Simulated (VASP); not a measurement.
## Fe: single point with revPBE

Crystal: Fe.

```xyz
2
Lattice="2.4405 0.0000 0.0000 -1.2203 2.1136 0.0000 0.0000 0.0000 3.8597" Properties=species:S:1:pos:R:3 pbc="T T T"
Fe    0.0000    1.4090    0.9649
Fe    1.2203    0.7045    2.8948
```

This isn't the form of Fe at room conditions, which is bcc.

```
Program             : VASP 6.6.1
Task                : single point
Functional          : revPBE
Potentials or basis : VASP PAW PBE potentials, release 64 (Fe)
Cutoff              : 600 eV
k mesh              : 16 × 16 × 9
Occupations         : fermi-dirac, width 0.1 eV
Spin                : no spin polarisation
```

```
Pressure               : 11.5 GPa
Band gap on the k mesh : zero (bands 8 and 9 overlap by 1.94 eV)
```

Stress tensor (GPa, compression positive):
```
11.37  0.00  0.00
 0.00 11.37  0.00
 0.00  0.00 11.65
```

Levels at points of the mesh, in eV from the Fermi level:
```csv
k point,band 4,band 5,band 6,band 7,band 8,band 9,band 10,band 11,band 12,band 13
"(0.00, 0.00, 0.00)",-1.70,-1.57,-1.22,-1.22,-0.87,-0.87,0.54,0.74,0.74,9.02
"(0.50, 0.00, 0.00)",-2.09,-2.01,-1.56,-1.09,0.85,1.08,1.11,2.76,4.97,11.50
```

Wall time 27 s on 1 thread of Intel(R) Xeon(R) Platinum 8559C (Emerald Rapids), with other jobs on the host, peak memory 0.17 GiB.

Caveat: the cell stands under pressure; the PAW data sets were made with another functional, which shifts forces and pressure a little; the run has no spin polarisation, though such a crystal can be magnetic. Spin polarisation is off, so any magnetic state and its effect on volume and gap are missing.
